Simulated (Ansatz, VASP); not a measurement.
# P in VASP and in Ansatz

```xyz
1
Lattice="0.0000 2.0121 2.0121 2.0121 0.0000 2.0121 2.0121 2.0121 0.0000" Properties=species:S:1:pos:R:3 pbc="T T T"
P     0.0000    0.0000    0.0000
```

Alike in both runs: task single point; functional PBE; k mesh 16 × 16 × 16; occupations fermi-dirac, width 0.1 eV; no spin polarisation.

|  | VASP | Ansatz |
| --- | --- | --- |
| version | VASP 6.6.1 | Ansatz 0.2.0 |
| potentials or method | VASP PAW PBE potentials, release 64 (P), cutoff 520 eV | plane waves (420 eV) with PAW, scalar-relativistic |
| valence electrons in the cell | 5 | 5 |

```csv
,VASP,Ansatz,Ansatz less VASP
pressure (GPa),-8.5,-8.3,+0.12
```
